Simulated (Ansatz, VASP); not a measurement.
**Al2O3: VASP beside Ansatz**

The input INCAR:

```
SYSTEM = Al2O3
ALGO = Normal ; EDIFF = 1E-7
ENCUT = 520 ; GGA = CA
ISIF = 2 ; ISMEAR = 0
LASPH = .True. ; LCHARG = .False.
LREAL = .False. ; LWAVE = .False.
NBANDS = 20 ; NELM = 60
PREC = Accurate ; SIGMA = 0.05
```

The input KPOINTS:

```
k-points
0
Gamma
  9 9 4
  0 0 0
```

File POSCAR:

```
Al2O3
1.0
    3.1150709442      0.0000000000      0.0000000000
   -1.5575354721      2.6977305722      0.0000000000
    0.0000000000      0.0000000000      8.9632842816
Al O
2 3
Direct
    0.0000000000      0.0000000000      0.1499923300
    0.0000000000      0.0000000000      0.8500076700
    0.3333333333      0.6666666667      0.2223169200
    0.6666666667      0.3333333333      0.0000000000
    0.3333333333      0.6666666667      0.7776830800
```

Input for Ansatz:

```yaml
crystal:
  lattice:
    - [3.1150709442, 0.0, 0.0]
    - [-1.5575354721, 2.6977305722, 0.0]
    - [0.0, 0.0, 8.9632842816]
  atoms:
    - { symbol: Al, position: [0.0, 0.0, 0.14999233] }
    - { symbol: Al, position: [0.0, 0.0, 0.85000767] }
    - { symbol: O, position: [0.3333333333, 0.6666666667, 0.22231692] }
    - { symbol: O, position: [0.6666666667, 0.3333333333, 0.0] }
    - { symbol: O, position: [0.3333333333, 0.6666666667, 0.77768308] }
basis:
  ecutwfc: 420
kpoints:
  mp_grid: { grid: [9, 9, 4] }
hamiltonian:
  xc: lda
scf:
  occupations: { method: gaussian, width: 0.05 }
output:
  forces: true
  stress: true
  eigenvalues: true
```

Change from the starting cell: strain +0.080 along x and y, -0.040 along z, atoms carried along.

Alike in both runs: task single point; functional LDA; k mesh 9 × 9 × 4; occupations gaussian, width 0.05 eV; no spin polarisation.

```csv
,VASP,Ansatz
version,VASP 6.6.1,Ansatz 0.2.0
potentials or method,"VASP PAW LDA potentials, release 64 (Al, O), cutoff 520 eV","scalar-relativistic, plane waves, PAW"
valence electrons in the cell,24,24
```

```tsv
	VASP	Ansatz	Ansatz less VASP
gap on the k mesh at the Fermi level (eV)	2.74	2.77	+0.021
least direct gap on the mesh (eV)	2.96	2.97	+0.012
pressure (GPa)	-21.3	-21.5	-0.23
traceless stress, the component that is largest in VASP (GPa)	19.74	20.01	+0.278
rms of the force components (eV/Å)	0.717	0.718	+0.0002
```

LDA's correlation is that of Perdew and Zunger in VASP and of Perdew and Wang (1992) in Ansatz. Atom by atom the forces differ by 0.003 eV/Å (rms over components).
